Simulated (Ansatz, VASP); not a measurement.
## RhN in VASP and in Ansatz

The input INCAR:

```
ALGO     = Normal         # electronic algorithm
EDIFF    = 1E-7           # SCF threshold, eV
ENCUT    = 520            # plane-wave cutoff, eV
GGA      = PE             # functional
ISIF     = 2              # what is computed and relaxed
ISMEAR   = 0              # smearing method
LASPH    = T              # aspherical terms in the spheres
LCHARG   = F              # write CHGCAR
LREAL    = F              # projectors in reciprocal space
LWAVE    = F              # write WAVECAR
NBANDS   = 17             # bands
NELM     = 100            # most SCF steps
PREC     = Accurate       # precision mode
SIGMA    = 0.05           # smearing width, eV
```

KPOINTS

```
k-points
0
Gamma
  12 12 12
```

POSCAR

```
RhN
1.0
    0.0000000000      2.2685187866      2.2685187866
    2.2685187866      0.0000000000      2.2685187866
    2.2685187866      2.2685187866      0.0000000000
Rh N
1 1
Direct
    0.0000000000      0.0000000000      0.0000000000
    0.2500000000      0.2500000000      0.2500000000
```

Input for Ansatz:

```yaml
crystal:
  lattice:
    - [0.0, 2.2685187866, 2.2685187866]
    - [2.2685187866, 0.0, 2.2685187866]
    - [2.2685187866, 2.2685187866, 0.0]
  atoms:
    - { symbol: Rh, position: [0.0, 0.0, 0.0] }
    - { symbol: "N", position: [0.25, 0.25, 0.25] }
basis:
  ecutwfc: 420
  ecutrho_ratio: 4
kpoints:
  mp_grid: { grid: [12, 12, 12] }
hamiltonian:
  xc: pbe
scf:
  occupations: { method: gaussian, width: 0.05 }
output:
  forces: true
  stress: true
  eigenvalues: true
```

Alike in both runs: task single point; functional PBE; k mesh 12 × 12 × 12; occupations gaussian, width 0.05 eV; no spin polarisation.

|  | VASP | Ansatz |
| --- | --- | --- |
| version | VASP 6.6.1 | Ansatz 0.2.0 |
| potentials or method | VASP PAW PBE potentials, release 64 (Rh_pv, N), cutoff 520 eV | scalar-relativistic, plane waves, PAW |
| valence electrons in the cell | 20 | 22 |

|  | VASP | Ansatz | Ansatz less VASP |
| --- | --- | --- | --- |
| gap on the k mesh at the Fermi level (eV) | none | none | - |
| pressure (GPa) | 10.0 | 10.0 | +0.01 |

A gap of «none» marks a metal or a gap that the smearing closes. The functional is the same, so the differences come from potentials, cutoffs and numerics. VASP's potentials hold 20 valence electrons a cell and Ansatz's 22, so a difference there can come from the potentials and not from the codes.
